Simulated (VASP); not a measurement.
# Ba3C (I4/mmm) in VASP: single point with PBE

Aim: the single point of Ba3C with PBE.

Everything below comes from runs of VASP 6.6.1. Logs are shortened: lines on timing, memory, paths and dates and some standing lists are left out, and cuts for length are marked.

### Step 1. The cell of the first run

It takes space group I4/mmm (No. 139, tetragonal). The conventional cell has a = 4.768 Å, b = 4.768 Å, c = 10.651 Å, α = 90.00°, β = 90.00°, γ = 90.00°. Ba (site symmetry 4/mmm) has 4 C at 3.37 Å and 8 Ba at 3.57 Å within 4.4 Å. Within 4.4 Å of Ba (site symmetry -4m2) lie 8 Ba at 3.37 to 3.57 Å and 4 C at 3.57 Å. C (site symmetry 4/mmm) has 12 Ba at 3.37 to 3.57 Å within 4.4 Å.

### Step 2. Single point, PBE

Input file INCAR:

```
ALGO = Fast
EDIFF = 1E-7
ENCUT = 520
GGA = PE
ISIF = 2
ISMEAR = 0
LASPH = True
LCHARG = True
LELF = True
LREAL = False
LVHAR = True
LWAVE = False
NBANDS = 25
NELM = 100
PREC = Accurate
SIGMA = 0.1
```

Input file KPOINTS:

```
k-points
0
Gamma
  6 6 6
```

Input file POSCAR:

```
Ba3C
1.0
   -2.3839788573      2.3839788573      5.3252514734
    2.3839788573     -2.3839788573      5.3252514734
    2.3839788573      2.3839788573     -5.3252514734
Ba C
3 1
Direct
    0.5000000000      0.5000000000      0.0000000000
    0.2500000000      0.7500000000      0.5000000000
    0.7500000000      0.2500000000      0.5000000000
    0.0000000000      0.0000000000      0.0000000000
```

Potentials or basis: VASP PAW PBE potentials, release 64 (Ba_sv, C).

Launch:

```
$ cat potpaw_PBE.64/Ba_sv/POTCAR potpaw_PBE.64/C/POTCAR > POTCAR
$ mpirun -np 1 vasp_std > vasp.out
```

OUTCAR:

```text
EDIFF = 1E-7
   ENCUT = 520
   GGA = PE
   ISIF = 2
   ISMEAR = 0
   LASPH = True
   LREAL = False
   NELM = 100
   PREC = Accurate

 ion  position               nearest neighbor table
   1  0.500  0.500  0.000-   4 3.37   4 3.37   4 3.37   4 3.37   3 3.57   2 3.57   3 3.57   3 3.57
                             2 3.57   2 3.57   3 3.57   2 3.57
   2  0.250  0.750  0.500-   3 3.37   3 3.37   3 3.37   3 3.37   1 3.57   1 3.57   1 3.57   1 3.57

   3  0.750  0.250  0.500-   2 3.37   2 3.37   2 3.37   2 3.37   1 3.57   1 3.57   1 3.57   1 3.57

   4  0.000  0.000  0.000-   1 3.37   1 3.37   1 3.37   1 3.37

  LATTYP: Found a body centered tetragonal cell.
 ALAT       =     4.7679577146
 C/A-ratio  =     2.2337662337

  Lattice vectors:

 A1 = (  -2.3839788573,   2.3839788573,   5.3252514734)
 A2 = (   2.3839788573,  -2.3839788573,   5.3252514734)
 A3 = (   2.3839788573,   2.3839788573,  -5.3252514734)

Analysis of symmetry for initial positions (statically):
=====================================================================
 Subroutine PRICEL returns:
 Original cell was already a primitive cell.

 Routine SETGRP: Setting up the symmetry group for a
 body centered tetragonal supercell.

 Subroutine GETGRP returns: Found 16 space group operations
 (whereof 16 operations were pure point group operations)
 out of a pool of 16 trial point group operations.

The static configuration has the point symmetry D_4h.

Analysis of symmetry for dynamics (positions and initial velocities):
=====================================================================
 Subroutine PRICEL returns:
 Original cell was already a primitive cell.

 Routine SETGRP: Setting up the symmetry group for a
 body centered tetragonal supercell.

 Subroutine GETGRP returns: Found 16 space group operations
 (whereof 16 operations were pure point group operations)
 out of a pool of 16 trial point group operations.

The dynamic configuration has the point symmetry D_4h.

 Subroutine INISYM returns: Found 16 space group operations
 (whereof 16 operations are pure point group operations),
 and found     1 'primitive' translations

----------------------------------------------------------------------------------------

                                     Primitive cell

  volume of cell :     121.0612

  direct lattice vectors                    reciprocal lattice vectors
    -2.383978857  2.383978857  5.325251473     0.000000000  0.209733404  0.093892280
     2.383978857 -2.383978857  5.325251473     0.209733404  0.000000000  0.093892280
     2.383978857  2.383978857 -5.325251473     0.209733404  0.209733404  0.000000000

  length of vectors
     6.302778248  6.302778248  6.302778248     0.229790907  0.229790907  0.296607824

  position of ions in fractional coordinates (direct lattice)
     0.500000000  0.500000000  0.000000000
     0.250000000  0.750000000  0.500000000
     0.750000000  0.250000000  0.500000000
     0.000000000  0.000000000  0.000000000

  ion indices of the primitive-cell ions
   primitive index   ion index
                 1           1
                 2           2
                 3           3
                 4           4

----------------------------------------------------------------------------------------

 KPOINTS: k-points

Automatic generation of k-mesh.
 Grid dimensions read from file:
 generate k-points for:    6    6    6

 Generating k-lattice:

  Cartesian coordinates                     Fractional coordinates (reciprocal lattice)
     0.000000000  0.034955567  0.015648713     0.166666667  0.000000000  0.000000000
     0.034955567  0.000000000  0.015648713     0.000000000  0.166666667  0.000000000
     0.034955567  0.034955567  0.000000000     0.000000000  0.000000000  0.166666667

  Length of vectors
     0.038298484  0.038298484  0.049434637

  Shift w.r.t. Gamma in fractional coordinates (k-lattice)
     0.000000000  0.000000000  0.000000000

 Subroutine IBZKPT returns following result:
 ===========================================

 Found     30 irreducible k-points:

 Following reciprocal coordinates:
            Coordinates               Weight
  0.000000  0.000000  0.000000      1.000000
  0.166667 -0.000000  0.000000      8.000000
  0.333333 -0.000000  0.000000      8.000000
  0.500000 -0.000000  0.000000      4.000000
  0.166667  0.166667  0.000000      8.000000
  0.333333  0.166667  0.000000     16.000000
[... 16 lines left out ...]
 -0.333333 -0.333333  0.166667      8.000000
 -0.166667 -0.333333  0.166667      8.000000
 [... further k-points ...]
   k-points           NKPTS =     30   k-points in BZ     NKDIM =     30   number of bands    NBANDS=     25
   number of dos      NEDOS =    301   number of ions     NIONS =      4
   total plane-waves  NPLWV = 110592
   dimension x,y,z NGX =    48 NGY =   48 NGZ =   48
   dimension x,y,z NGXF=    96 NGYF=   96 NGZF=   96
   ions per type =               3   1
   NGX,Y,Z   is equivalent  to a cutoff of  12.66, 12.66, 12.66 a.u.
   NGXF,Y,Z  is equivalent  to a cutoff of  25.32, 25.32, 25.32 a.u.
 SYSTEM =  unknown system
   PREC   = accura    normal or accurate (medium, high low for compatibility)
   ISTART =      0    job   : 0-new  1-cont  2-samecut
   ICHARG =      2    charge: 1-file 2-atom 10-const
   ISPIN  =      1    spin polarized calculation?
   LNONCOLLINEAR =      F non collinear calculations
   LSORBIT =      F    spin-orbit coupling
   LASPH  =      T    aspherical Exc in radial PAW
   ENCUT  =  520.0 eV  38.22 Ry    6.18 a.u.  11.72 11.72 11.72*2*pi/ulx,y,z
   NELM   =    100;   NELMIN=  2; NELMDL= -5     # of ELM steps
   EDIFF  = 0.1E-06   stopping-criterion for ELM
   LREAL  =      F    real-space projection
   EDIFFG = 0.1E-05   stopping-criterion for IOM
   NSW    =      0    number of steps for IOM
   IBRION =     -1    ionic relax: 0-MD 1-quasi-New 2-CG
   NFREE  =      0    steps in history (QN), initial steepest desc. (CG)
   ISIF   =      2    stress and relaxation
   ISYM   =      2    0-nonsym 1-usesym 2-fastsym
   POTIM  = 0.5000    time-step for ionic-motion
   TEBEG  =    0.0;   TEEND  =   0.0 temperature during run
   PSTRESS=    0.0 pullay stress
   NELECT =      34.0000    total number of electrons
   NUPDOWN=      -1.0000    fix difference up-down
   EMIN   =  10.00;   EMAX   =-10.00  energy-range for DOS
   EFERMI =   0.00;   METHOD = LEGACY
   ISMEAR =     0;   SIGMA  =   0.10  broadening in eV -4-tet -1-fermi 0-gaus
   EFERMI_NEDOS =   21; number of points for ismear=-14 and -15
   IALGO  =     68    algorithm
   IMIX   =      4    mixing-type and parameters
     AMIX     =   0.40;   BMIX     =  1.00
     AMIX_MAG =   1.60;   BMIX_MAG =  1.00
  volume/ion in A,a.u.               =      30.27       204.24
  Fermi-wavevector in a.u.,A,eV,Ry     =   1.072094  2.025964 15.638337  1.149385
  Thomas-Fermi vector in A             =   2.207854
   LORBIT       =      0    0 simple, 1 ext, 2 COOP (PROOUT), +10 PAW based schemes
   GGA     = PE    functional components
   LHFCALC =     F    Hartree Fock is set to
   AEXX    =    0.0000 exact exchange contribution
   IVDW    =     0    specifies the selected vdW correction
   LEPSILON=     F    determine dielectric tensor
   LRPA    =     F    only Hartree local field effects (RPA)
 non-spin polarized calculation
 RMM-DIIS sequential band-by-band and
 Gauss-broadening in eV      SIGMA  =   0.10
  energy-cutoff  :      520.00
  volume of cell :      121.06
 maximum number of plane-waves:      3280
   NGX = 23   NGY = 23   NGZ = 23

 number of electron      34.0000001 magnetization

 Free energy of the ion-electron system (eV)
  ---------------------------------------------------
  ext. energy  EPLUGINS =         0.00000000
  ---------------------------------------------------
  free energy    TOTEN  =        -9.98783182 eV

  energy without entropy =       -9.96633072  energy(sigma->0) =       -9.97708127

 E-fermi :   3.6572     XC(G=0):  -9.4321

 val. band max:        3.6460664357   @ k =   0.5000   0.5000   0.0000
 cond. band min:       3.6579369306   @ k =  -0.3333   0.5000   0.3333
 fundamental gap:      0.0118704949
 Fermi energy:         3.6571712752

 k-point     1 :       0.0000    0.0000    0.0000
  band No.  band energies     occupation
      1     -25.2628      2.00000
      2     -24.5473      2.00000
      3     -24.4474      2.00000
      4     -11.2768      2.00000
      5     -11.1701      2.00000
      6     -11.1701      2.00000
[... 17 lines left out ...]
     24       6.4401      0.00000
     25       6.4402      0.00000

 k-point     2 :       0.1667   -0.0000    0.0000
  band No.  band energies     occupation
      1     -25.2128      2.00000
      2     -24.5916      2.00000
      3     -24.4574      2.00000
      4     -11.3127      2.00000
      5     -11.0756      2.00000
      6     -10.9729      2.00000
[... 17 lines left out ...]
     24       6.4809      0.00000
     25       6.6307      0.00000

 k-point     3 :       0.3333   -0.0000    0.0000
  band No.  band energies     occupation
      1     -25.0774      2.00000
      2     -24.7151      2.00000
      3     -24.4781      2.00000
      4     -11.1759      2.00000
      5     -10.8089      2.00000
      6     -10.7467      2.00000
[... 17 lines left out ...]
     24       6.4997      0.00000
     25       6.6987      0.00000

 k-point     4 :       0.5000   -0.0000    0.0000
  band No.  band energies     occupation
      1     -24.9141      2.00000
      2     -24.8725      2.00000
      3     -24.4885      2.00000
      4     -11.0204      2.00000
      5     -10.6121      2.00000
      6     -10.4983      2.00000
[... 17 lines left out ...]
     24       6.5493      0.00000
     25       6.8576      0.00000
[... 477 lines left out ...]
 k-point    22 :      -0.1667    0.5000    0.1667
  band No.  band energies     occupation
      1     -25.0465      2.00000
      2     -24.7267      2.00000
      3     -24.5025      2.00000
      4     -10.9755      2.00000
      5     -10.8826      2.00000
      6     -10.8461      2.00000
[... 17 lines left out ...]
     24       7.1037      0.00000
     25       7.2838      0.00000

 k-point    23 :      -0.3333   -0.3333    0.1667
  band No.  band energies     occupation
      1     -25.1253      2.00000
      2     -24.6296      2.00000
      3     -24.5176      2.00000
      4     -11.3801      2.00000
      5     -10.8504      2.00000
      6     -10.8194      2.00000
[... 17 lines left out ...]
     24       7.3405      0.00000
     25       7.8814      0.00000

 k-point    24 :      -0.1667   -0.3333    0.1667
  band No.  band energies     occupation
      1     -25.1825      2.00000
      2     -24.5936      2.00000
      3     -24.4930      2.00000
      4     -11.1977      2.00000
      5     -11.1386      2.00000
      6     -10.9594      2.00000
[... 17 lines left out ...]
     24       7.2945      0.00000
     25       8.2802      0.00000

 [... further k-points ...]

------------------------ aborting loop because EDIFF is reached ----------------------------------------

  FORCE on cell =-STRESS in cart. coord.  units (eV):
  Direction    XX          YY          ZZ          XY          YZ          ZX
  --------------------------------------------------------------------------------------
  -------------------------------------------------------------------------------------
  Total        2.2502873      2.2502873      0.8545078      0.0000000      0.0000000      0.0000000
  in kB       29.7812988     29.7812988     11.3089349      0.0000000      0.0000000      0.0000000
  external PRESSURE =      23.6238442 kB  Pullay stress =       0.0000000 kB

 VOLUME and BASIS-vectors are now :
 -----------------------------------------------------------------------------
  energy-cutoff  :      520.00
  volume of cell :      121.06
      direct lattice vectors                 reciprocal lattice vectors
    -2.383978857  2.383978857  5.325251473     0.000000000  0.209733404  0.093892280
     2.383978857 -2.383978857  5.325251473     0.209733404  0.000000000  0.093892280
     2.383978857  2.383978857 -5.325251473     0.209733404  0.209733404  0.000000000

 POSITION                                       TOTAL-FORCE (eV/Angst)
 -----------------------------------------------------------------------------------
      0.00000      0.00000      5.32525         0.000000     -0.000000      0.000000
      2.38398      0.00000      2.66263        -0.000000     -0.000000     -0.000000
      0.00000      2.38398      2.66263         0.000000      0.000000     -0.000000
      0.00000      0.00000      0.00000         0.000000     -0.000000      0.000000
 -----------------------------------------------------------------------------------
    total drift:                                0.000000     -0.000000      0.000000

  FREE ENERGIE OF THE ION-ELECTRON SYSTEM (eV)
  ---------------------------------------------------
  free  energy   TOTEN  =        -9.9878318191 eV

  energy  without entropy=       -9.9663307242  energy(sigma->0) =       -9.97708127
```

Run time: 6.3 min. Hardware: 1 thread of Oxide Virtual Turin-like, shared host; peak memory 0.32 GiB.

Results:

* Free energy: -9.9878 eV
* Pressure: 2.4 GPa
* Band gap on the k mesh: zero (bands 17 and 18 overlap by 0.75 eV)

Caveat: spin-orbit coupling is left out, which moves the levels of the heavy elements.
